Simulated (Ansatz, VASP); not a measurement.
## NaCl: VASP beside Ansatz

File INCAR:

```
PREC = Accurate
ENCUT = 520
EDIFF = 1E-6
ISMEAR = 0
SIGMA = 0.02
LREAL = False
LASPH = True
NELM = 100
ALGO = Normal
ISIF = 2
LWAVE = False
LCHARG = False
NBANDS = 14
```

Contents of KPOINTS:

```
regular mesh
0
Gamma
  8 8 8
```

POSCAR

```
NaCl
1.0
    3.5021900000      0.0000000000      0.0000000000
    0.0000000000      3.5021900000      0.0000000000
    0.0000000000      0.0000000000      3.5021900000
Cl Na
1 1
Direct
    0.5000000000      0.5000000000      0.5000000000
    0.0000000000      0.0000000000      0.0000000000
```

File input.yaml:

```yaml
crystal:
  lattice:
    - [3.50219, 0.0, 0.0]
    - [0.0, 3.50219, 0.0]
    - [0.0, 0.0, 3.50219]
  atoms:
    - { symbol: Cl, position: [0.5, 0.5, 0.5] }
    - { symbol: Na, position: [0.0, 0.0, 0.0] }
kpoints:
  mp_grid: { grid: [8, 8, 8] }
scf:
  occupations: { method: gaussian, width: 0.02 }
hamiltonian:
  xc: lda
  pseudopotentials: { kind: all_electron, lapw: { basis_error: 0.001 } }
output:
  forces: true
  stress: true
  eigenvalues: true
```

Alike in both runs: task single point; functional LDA; k mesh 8 × 8 × 8; occupations gaussian, width 0.02 eV; no spin polarisation.

|  | VASP | Ansatz |
| --- | --- | --- |
| version | VASP 6.6.1 | Ansatz 0.2.0 |
| potentials or method | VASP PAW LDA potentials, release 64 (Cl, Na_pv), cutoff 520 eV | all-electron LAPW, scalar-relativistic |

VASP gave:

| Quantity | Value |
| --- | --- |
| gap on the k mesh at the Fermi level (eV) | 3.61 |
| least direct gap on the mesh (eV) | 4.12 |
| pressure (GPa) | -3.1 |

Task: Estimate Ansatz's values.

Result: gap on the k mesh at the Fermi level (eV): 3.60; least direct gap on the mesh (eV): 4.11; pressure (GPa): -3.1.

LDA's correlation is that of Perdew and Zunger in VASP and of Perdew and Wang (1992) in Ansatz. Ansatz ran all-electron here, and VASP with PAW potentials.
